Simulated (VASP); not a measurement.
# Gd (Fm-3m) in VASP: notebook

Runs on Gd. Level: PBE. Tasks: single point, relaxation of cell and atoms.

Everything below comes from runs of VASP 6.6.1. Logs are shortened: lines on timing, memory, paths and dates and some standing lists are left out, and cuts for length are marked.

## 1. The cell of the first run

Symmetry: Fm-3m, No. 225, cubic system. Conventional cell: a = 5.128 Å, b = 5.128 Å, c = 5.128 Å, α = 90.00°, β = 90.00°, γ = 90.00°. Within 4.8 Å of Gd (site symmetry m-3m) lie 12 Gd at 3.63 Å.

This isn't the form of Gd at room conditions, which is hcp.

## 2. Single point, PBE, collinear spin, ferromagnetic start

INCAR reads:

```
SYSTEM = Gd
PREC = Accurate ; ENCUT = 600
EDIFF = 1E-6 ; ISMEAR = -1
SIGMA = 0.05 ; LREAL = .FALSE.
LASPH = .TRUE. ; NELM = 200
ALGO = Normal ; ISIF = 2
LWAVE = .FALSE. ; LCHARG = .FALSE.
ISPIN = 2 ; MAGMOM = 7
LORBIT = 11 ; LMAXMIX = 6
GGA = PE ; NBANDS = 19
GGA_COMPAT = .FALSE.
```

KPOINTS reads:

```
regular mesh
0
G
  13 13 13
  0 0 0
```

POSCAR reads:

```
Gd
1.0
    0.0000000000      2.5638483786      2.5638483786
    2.5638483786      0.0000000000      2.5638483786
    2.5638483786      2.5638483786      0.0000000000
Gd
1
Direct
    0.0000000000      0.0000000000      0.0000000000
```

Potentials or basis: VASP PAW PBE potentials, release 64 (Gd).

Run with:

```console
> cat potpaw_PBE.64/Gd/POTCAR > POTCAR
> mpirun -np 1 vasp_std > vasp.out
```

OUTCAR:

```text
SYSTEM = Gd
   PREC = Accurate
   ENCUT = 600
   EDIFF = 1E-6
   ISMEAR = -1
   LREAL = .FALSE.
   LASPH = .TRUE.
   NELM = 200
   ISIF = 2
   ISPIN = 2
   LORBIT = 11
   GGA = PE

 ion  position               nearest neighbor table
   1  0.000  0.000  0.000-

  LATTYP: Found a face centered cubic cell.
 ALAT       =     5.1276967572

  Lattice vectors:

 A1 = (   0.0000000000,   2.5638483786,   2.5638483786)
 A2 = (   2.5638483786,   0.0000000000,   2.5638483786)
 A3 = (   2.5638483786,   2.5638483786,   0.0000000000)

Analysis of symmetry for initial positions (statically):
=====================================================================
 Subroutine PRICEL returns:
 Original cell was already a primitive cell.

 Routine SETGRP: Setting up the symmetry group for a
 face centered cubic supercell.

 Subroutine GETGRP returns: Found 48 space group operations
 (whereof 48 operations were pure point group operations)
 out of a pool of 48 trial point group operations.

The static configuration has the point symmetry O_h .

Analysis of symmetry for dynamics (positions and initial velocities):
=====================================================================
 Subroutine PRICEL returns:
 Original cell was already a primitive cell.

 Routine SETGRP: Setting up the symmetry group for a
 face centered cubic supercell.

 Subroutine GETGRP returns: Found 48 space group operations
 (whereof 48 operations were pure point group operations)
 out of a pool of 48 trial point group operations.

The dynamic configuration has the point symmetry O_h .

Analysis of structural, dynamic, and magnetic symmetry:
=====================================================================
 Subroutine PRICEL returns:
 Original cell was already a primitive cell.

 Routine SETGRP: Setting up the symmetry group for a
 face centered cubic supercell.

 Subroutine GETGRP returns: Found 48 space group operations
 (whereof 48 operations were pure point group operations)
 out of a pool of 48 trial point group operations.

The overall configuration has the point symmetry O_h .

 Subroutine INISYM returns: Found 48 space group operations
 (whereof 48 operations are pure point group operations),
 and found     1 'primitive' translations

----------------------------------------------------------------------------------------

                                     Primitive cell

  volume of cell :      33.7060

  direct lattice vectors                    reciprocal lattice vectors
     0.000000000  2.563848379  2.563848379    -0.195019333  0.195019333  0.195019333
     2.563848379  0.000000000  2.563848379     0.195019333 -0.195019333  0.195019333
     2.563848379  2.563848379  0.000000000     0.195019333  0.195019333 -0.195019333

  length of vectors
     3.625829149  3.625829149  3.625829149     0.337783393  0.337783393  0.337783393

  position of ions in fractional coordinates (direct lattice)
     0.000000000  0.000000000  0.000000000

  ion indices of the primitive-cell ions
   primitive index   ion index
                 1           1

----------------------------------------------------------------------------------------

 KPOINTS: regular mesh

Automatic generation of k-mesh.
 Grid dimensions read from file:
 generate k-points for:   13   13   13

 Generating k-lattice:

  Cartesian coordinates                     Fractional coordinates (reciprocal lattice)
    -0.015001487  0.015001487  0.015001487     0.076923077  0.000000000  0.000000000
     0.015001487 -0.015001487  0.015001487     0.000000000  0.076923077  0.000000000
     0.015001487  0.015001487 -0.015001487     0.000000000  0.000000000  0.076923077

  Length of vectors
     0.025983338  0.025983338  0.025983338

  Shift w.r.t. Gamma in fractional coordinates (k-lattice)
     0.000000000  0.000000000  0.000000000

 Subroutine IBZKPT returns following result:
 ===========================================

 Found     84 irreducible k-points:

 Following reciprocal coordinates:
            Coordinates               Weight
  0.000000  0.000000  0.000000      1.000000
  0.076923  0.000000  0.000000      8.000000
  0.153846  0.000000  0.000000      8.000000
  0.230769  0.000000  0.000000      8.000000
  0.307692  0.000000  0.000000      8.000000
  0.384615  0.000000  0.000000      8.000000
[... 16 lines left out ...]
  0.384615  0.153846  0.000000     24.000000
  0.461538  0.153846  0.000000     24.000000
 [... further k-points ...]
   k-points           NKPTS =     84   k-points in BZ     NKDIM =     84   number of bands    NBANDS=     19
   number of dos      NEDOS =    301   number of ions     NIONS =      1
   total plane-waves  NPLWV =  27000
   dimension x,y,z NGX =    30 NGY =   30 NGZ =   30
   dimension x,y,z NGXF=    60 NGYF=   60 NGZF=   60
   ions per type =               1
   NGX,Y,Z   is equivalent  to a cutoff of  13.76, 13.76, 13.76 a.u.
   NGXF,Y,Z  is equivalent  to a cutoff of  27.51, 27.51, 27.51 a.u.
 SYSTEM =  Gd
   PREC   = accura    normal or accurate (medium, high low for compatibility)
   ISTART =      0    job   : 0-new  1-cont  2-samecut
   ICHARG =      2    charge: 1-file 2-atom 10-const
   ISPIN  =      2    spin polarized calculation?
   LNONCOLLINEAR =      F non collinear calculations
   LSORBIT =      F    spin-orbit coupling
   LASPH  =      T    aspherical Exc in radial PAW
   ENCUT  =  600.0 eV  44.10 Ry    6.64 a.u.   7.24  7.24  7.24*2*pi/ulx,y,z
   NELM   =    200;   NELMIN=  2; NELMDL= -5     # of ELM steps
   EDIFF  = 0.1E-05   stopping-criterion for ELM
   LREAL  =      F    real-space projection
   EDIFFG = 0.1E-04   stopping-criterion for IOM
   NSW    =      0    number of steps for IOM
   IBRION =     -1    ionic relax: 0-MD 1-quasi-New 2-CG
   NFREE  =      0    steps in history (QN), initial steepest desc. (CG)
   ISIF   =      2    stress and relaxation
   ISYM   =      2    0-nonsym 1-usesym 2-fastsym
   POTIM  = 0.5000    time-step for ionic-motion
   TEBEG  =    0.0;   TEEND  =   0.0 temperature during run
   PSTRESS=    0.0 pullay stress
   NELECT =      18.0000    total number of electrons
   NUPDOWN=      -1.0000    fix difference up-down
   EMIN   =  10.00;   EMAX   =-10.00  energy-range for DOS
   EFERMI =   0.00;   METHOD = LEGACY
   ISMEAR =    -1;   SIGMA  =   0.05  broadening in eV -4-tet -1-fermi 0-gaus
   EFERMI_NEDOS =   21; number of points for ismear=-14 and -15
   IALGO  =     38    algorithm
   IMIX   =      4    mixing-type and parameters
     AMIX     =   0.40;   BMIX     =  1.00
     AMIX_MAG =   1.60;   BMIX_MAG =  1.00
  volume/ion in A,a.u.               =      33.71       227.46
  Fermi-wavevector in a.u.,A,eV,Ry     =   1.328200  2.509933 24.002229  1.764114
  Thomas-Fermi vector in A             =   2.457455
   LORBIT       =     11    0 simple, 1 ext, 2 COOP (PROOUT), +10 PAW based schemes
   GGA     = PE    functional components
   LHFCALC =     F    Hartree Fock is set to
   AEXX    =    0.0000 exact exchange contribution
   IVDW    =     0    specifies the selected vdW correction
   LEPSILON=     F    determine dielectric tensor
   LRPA    =     F    only Hartree local field effects (RPA)
 spin polarized calculation
  energy-cutoff  :      600.00
  volume of cell :       33.71
 maximum number of plane-waves:      1143
 NGX is ok and might be reduce to    30
   NGX = 15   NGY = 15   NGZ = 15

 number of electron      18.0000002 magnetization       7.4641192

 Free energy of the ion-electron system (eV)
  ---------------------------------------------------
  ext. energy  EPLUGINS =         0.00000000
  ---------------------------------------------------
  free energy    TOTEN  =       -11.66826472 eV

  energy without entropy =      -11.64738831  energy(sigma->0) =      -11.65782652

 E-fermi :   2.9475     XC(G=0):  -9.8981

 val. band max:        2.9461563647   @ k =  -0.4615   0.3077   0.0000
 cond. band min:       2.9529719004   @ k =   0.3846   0.1538   0.0769
 fundamental gap:      0.0068155357
 Fermi energy:         2.9474829078

 spin component 1

 k-point     1 :       0.0000    0.0000    0.0000
  band No.  band energies     occupation
      1     -42.3794      1.00000
      2     -19.4229      1.00000
      3     -19.4229      1.00000
      4     -19.4229      1.00000
      5      -2.1169      1.00000
      6      -1.9963      1.00000
[... 11 lines left out ...]
     18      11.8430      0.00000
     19      15.2054      0.00000

 k-point     2 :       0.0769    0.0000    0.0000
  band No.  band energies     occupation
      1     -42.3761      1.00000
      2     -19.4628      1.00000
      3     -19.4280      1.00000
      4     -19.4280      1.00000
      5      -1.9920      1.00000
      6      -1.9627      1.00000
[... 476 lines left out ...]
 k-point    24 :       0.4615    0.1538    0.0000
  band No.  band energies     occupation
      1     -42.3209      1.00000
      2     -19.9951      1.00000
      3     -19.5830      1.00000
      4     -19.5442      1.00000
      5      -1.9602      1.00000
      6      -1.9417      1.00000
[... 11 lines left out ...]
     18      10.7093      0.00000
     19      13.1188      0.00000

 [... further k-points ...]

 spin component 2

 k-point     1 :       0.0000    0.0000    0.0000
  band No.  band energies     occupation
      1     -39.1749      1.00000
      2     -17.0736      1.00000
      3     -17.0736      1.00000
      4     -17.0736      1.00000
      5      -1.3474      1.00000
      6       3.2105      0.00517
[... 11 lines left out ...]
     18      12.9093      0.00000
     19      15.9222      0.00000

 k-point     2 :       0.0769    0.0000    0.0000
  band No.  band energies     occupation
      1     -39.1707      1.00000
      2     -17.1234      1.00000
      3     -17.0797      1.00000
      4     -17.0797      1.00000
      5      -1.1827      1.00000
      6       3.2010      0.00625
[... 476 lines left out ...]
 k-point    24 :       0.4615    0.1538    0.0000
  band No.  band energies     occupation
      1     -39.1002      1.00000
      2     -17.7754      1.00000
      3     -17.2681      1.00000
      4     -17.2197      1.00000
      5       1.7046      1.00000
      6       3.1509      0.01682
[... 11 lines left out ...]
     18      11.9572      0.00000
     19      14.0401      0.00000

 [... further k-points ...]

------------------------ aborting loop because EDIFF is reached ----------------------------------------

  FORCE on cell =-STRESS in cart. coord.  units (eV):
  Direction    XX          YY          ZZ          XY          YZ          ZX
  --------------------------------------------------------------------------------------
  -------------------------------------------------------------------------------------
  Total       -0.1516440     -0.1516440     -0.1516440      0.0000000      0.0000000      0.0000000
  in kB       -7.2082331     -7.2082331     -7.2082331      0.0000000      0.0000000      0.0000000
  external PRESSURE =      -7.2082331 kB  Pullay stress =       0.0000000 kB

 VOLUME and BASIS-vectors are now :
 -----------------------------------------------------------------------------
  energy-cutoff  :      600.00
  volume of cell :       33.71
      direct lattice vectors                 reciprocal lattice vectors
     0.000000000  2.563848379  2.563848379    -0.195019333  0.195019333  0.195019333
     2.563848379  0.000000000  2.563848379     0.195019333 -0.195019333  0.195019333
     2.563848379  2.563848379  0.000000000     0.195019333  0.195019333 -0.195019333

 POSITION                                       TOTAL-FORCE (eV/Angst)
 -----------------------------------------------------------------------------------
      0.00000      0.00000      0.00000         0.000000      0.000000     -0.000000
 -----------------------------------------------------------------------------------
    total drift:                               -0.000000     -0.000000     -0.000000

  FREE ENERGIE OF THE ION-ELECTRON SYSTEM (eV)
  ---------------------------------------------------
  free  energy   TOTEN  =       -11.6682647187 eV

  energy  without entropy=      -11.6473883144  energy(sigma->0) =      -11.65782652

 total charge

# of ion       s       p       d       f       tot
--------------------------------------------------
    1        2.073   5.561   0.571   6.992  15.196

 magnetization (x)

# of ion       s       p       d       f       tot
--------------------------------------------------
    1        0.002  -0.059   0.178   6.810   6.930
```

It took 5.2 min on 1 thread of AMD EPYC 9755, shared host; peak memory 0.25 GiB.

Results:

* Free energy: -11.6683 eV
* Pressure: -0.7 GPa
* Net moment: 7.46 μB per cell
* Site moments: Gd +6.93 μB
* Valence electrons inside the program's atomic spheres: Gd 15.20

Levels at points of the mesh, in eV from the Fermi level:
Spin up:
```csv
k point,band 9,band 10,band 11,band 12,band 13,band 14,band 15,band 16,band 17,band 18
"(0.00, 0.00, 0.00)",-4.88,-4.78,-4.78,-4.78,1.32,1.32,1.32,3.53,3.53,8.90
```
Spin down:
| k point | band 1 | band 2 | band 3 | band 4 | band 5 | band 6 | band 7 | band 8 | band 9 | band 10 |
| --- | --- | --- | --- | --- | --- | --- | --- | --- | --- | --- |
| (0.00, 0.00, 0.00) | -42.12 | -20.02 | -20.02 | -20.02 | -4.29 | 0.26 | 0.45 | 0.45 | 0.45 | 0.70 |

Caveat: spin-orbit coupling is left out, which moves the levels of the heavy elements; semilocal functionals describe open f shells poorly, which spoils levels, moments and volumes. The state reached can hang on the start; a lower one may exist.

[end of part 1 of 2]
